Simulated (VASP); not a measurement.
Here is a VASP 6.6.1 calculation.

Contents of INCAR:

```
SYSTEM = Au
ALGO = Fast
EDIFF = 1E-6
ENCUT = 520
GGA = CA
ISIF = 2
ISMEAR = 0
LASPH = .TRUE.
LCHARG = .FALSE.
LREAL = .FALSE.
LWAVE = .FALSE.
NBANDS = 18
NELM = 100
PREC = Accurate
SIGMA = 0.1
```

File KPOINTS:

```
k-points
0
G
  8 8 4
  0 0 0
```

POSCAR

```
Au
1.0
    1.3764542966     -2.5872803206      0.0000000000
    1.3764542966      2.5872803206      0.0000000000
    0.0000000000      0.0000000000      4.6729754725
Au
2
Direct
    0.6572657072      0.3427342928      0.2500000000
    0.3427342928      0.6572657072      0.7500000000
```

Potentials or basis: VASP PAW LDA potentials, release 64 (Au).

Command:

```bash
$ cat potpaw_LDA.64/Au/POTCAR > POTCAR
$ mpirun -np 1 vasp_std > vasp.out
```

(1) What does it give for the band gap on the k mesh?

(2) Predict the pressure.

Results:

(1) zero (band 11 reaches 13.04 eV, above the bottom of band 12 at 7.16 eV).

(2) 0.5 GPa.

Caveat: spin-orbit coupling is left out, which moves the levels of the heavy elements.
